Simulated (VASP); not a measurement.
Runs of VASP 6.6.1 on KF. It takes space group P6_3/mmc (No. 194, hexagonal). The conventional cell has a = 3.660 Å, b = 3.660 Å, c = 6.479 Å, α = 90.00°, β = 90.00°, γ = 120.00°. K (site symmetry -3m) has 6 F at 2.66 Å and 2 K at 3.24 Å within 3.5 Å. Within 3.5 Å of F (site symmetry -6m2) lie 6 K at 2.66 Å. 

```tsv
level	potentials or basis	k mesh	gap on the mesh (eV)	pressure (GPa)
LDA	VASP PAW LDA potentials, release 64 (K_sv, F)	6 × 6 × 2	5.82	(b)
PBE	VASP PAW PBE potentials, release 64 (K_sv, F)	6 × 6 × 2	6.19	(a)
PBE	VASP PAW PBE potentials, release 64 (K_sv, F)	6 × 6 × 4	6.19	2.1
r2SCAN	VASP PAW PBE potentials, release 64 (K_sv, F)	6 × 6 × 2	6.87	0.0
```

Alike in all rows: task single point; no spin polarisation; cell as given; cutoff (eV) 520; smearing gaussian 0.01 eV.

Question: Fill in the values left out.

Answer: (a) 2.0; (b) -3.0.

Caveats: some runs use coarse meshes; the PAW data sets were made with another functional, which shifts forces and pressure a little (some runs).

A k mesh can miss the band edges.
